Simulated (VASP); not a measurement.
Crystal: IrRh3.

```
CELL_PARAMETERS angstrom
3.81706 0.00000 0.00000
0.00000 3.81706 0.00000
0.00000 0.00000 3.81706
ATOMIC_POSITIONS crystal
Ir 0.00000 0.00000 0.00000
Rh 0.00000 0.50000 0.50000
Rh 0.50000 0.00000 0.50000
Rh 0.50000 0.50000 0.00000
```

```yaml
Program: VASP 6.6.1
Task: relaxation of cell and atoms
Functional: PBEsol
Potentials_or_basis: VASP PAW PBE potentials, release 64 (Ir, Rh_pv)
Cutoff: 600 eV
k_mesh: 11 × 11 × 11
Occupations: gaussian, width 0.15 eV
Spin: no spin polarisation
```

At the start: pressure -5.9 GPa; volume 13.90 Å³/atom.

Problem. How do energy, volume and symmetry change on relaxing?

Solution. Over 3 steps the energy falls by 5.0 meV/atom and the volume is 13.64 Å³/atom (-1.9 %); space group Pm-3m (No. 221, to 0.1 Å) before and after.

The path:
```tsv
step	energy change (eV)	largest force (eV/Å)	pressure (GPa)	volume (Å³)
1	0.0000	0.0000	-5.92	55.61
2	0.1597	0.0000	20.61	51.58
3	-0.0202	0.0000	-0.06	54.57
```

Final structure:
```
CELL_PARAMETERS angstrom
3.79294 0.00000 0.00000
0.00000 3.79294 0.00000
0.00000 0.00000 3.79294
ATOMIC_POSITIONS crystal
Ir 0.00000 0.00000 0.00000
Rh 0.00000 0.50000 0.50000
Rh 0.50000 0.00000 0.50000
Rh 0.50000 0.50000 0.00000
```

Caveat: the PAW data sets were made with another functional, which shifts forces and pressure a little.
